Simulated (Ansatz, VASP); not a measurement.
**One calculation of NaSnCl3, two programs**

File POSCAR:

```
NaSnCl3
1.0
    5.5280093351      0.0000000000      0.0000000000
    0.0000000000      5.5280093351      0.0000000000
    0.0000000000      0.0000000000      5.5280093351
Na Sn Cl
1 1 3
Direct
    0.0000000000      0.0000000000      0.0000000000
    0.5000000000      0.5000000000      0.5000000000
    0.5000000000      0.5000000000      0.0000000000
    0.5000000000      0.0000000000      0.5000000000
    0.0000000000      0.5000000000      0.5000000000
```

The input INCAR.step1:

```
SYSTEM = NaSnCl3
ALGO = Normal ; EDIFF = 1E-4
ENCUT = 520 ; GGA = PE
ISMEAR = 0 ; LASPH = .True.
LCHARG = .False. ; LREAL = .False.
LWAVE = .True. ; NBANDS = 29
NELM = 60 ; PREC = Accurate
SIGMA = 0.01
```

Contents of INCAR.step2:

```
SYSTEM = NaSnCl3
ALGO = Normal ; EDIFF = 1E-7
ENCUT = 520 ; ISIF = 2
ISMEAR = 0 ; ISTART = 1
LASPH = .True. ; LCHARG = .False.
LMIXTAU = .True. ; LREAL = .False.
LWAVE = .False. ; METAGGA = R2SCAN
NBANDS = 29 ; NELM = 60
PREC = Accurate ; SIGMA = 0.01
```

KPOINTS

```
k-points
0
Gamma
  6 6 6
  0 0 0
```

Input for Ansatz:

```yaml
crystal:
  lattice:
    - [5.5280093351, 0.0, 0.0]
    - [0.0, 5.5280093351, 0.0]
    - [0.0, 0.0, 5.5280093351]
  atoms:
    - { symbol: Na, position: [0.0, 0.0, 0.0] }
    - { symbol: Sn, position: [0.5, 0.5, 0.5] }
    - { symbol: Cl, position: [0.5, 0.5, 0.0] }
    - { symbol: Cl, position: [0.5, 0.0, 0.5] }
    - { symbol: Cl, position: [0.0, 0.5, 0.5] }
kpoints:
  mp_grid: { grid: [6, 6, 6] }
  band_path:
    path: [[0.0, 0.0, 0.0], [0.0, 0.5, 0.0], [0.5, 0.5, 0.0], [0.5, 0.5, 0.5]]
    npoints: 1
hamiltonian:
  xc: r2scan
scf:
  occupations: { method: fixed }
  n_extra_bands: 5
output:
  forces: true
  stress: true
  eigenvalues: true
```

Alike in both runs: task single point; functional r2SCAN; k mesh 6 × 6 × 6; no spin polarisation.

|  | VASP | Ansatz |
| --- | --- | --- |
| version | VASP 6.6.1 | Ansatz 0.2.0 |
| potentials or method | VASP PAW PBE potentials, release 64 (Na_pv, Sn_d, Cl) | plane waves, PAW |
| plane-wave cutoff (eV) | 520 | 500 |
| occupations | gaussian, width 0.01 eV | fixed |
| valence electrons in the cell | 42 | 44 |

Ansatz gave:

* gap on the k mesh at the Fermi level (eV): 0.95
* pressure (GPa): -0.1

Problem. Estimate VASP's values.

Solution. gap on the k mesh at the Fermi level (eV): 0.96; pressure (GPa): -0.2.

VASP's potentials were made for PBE, not for r2SCAN. VASP's potentials hold 42 valence electrons a cell and Ansatz's 44, so a difference there can come from the potentials and not from the codes.
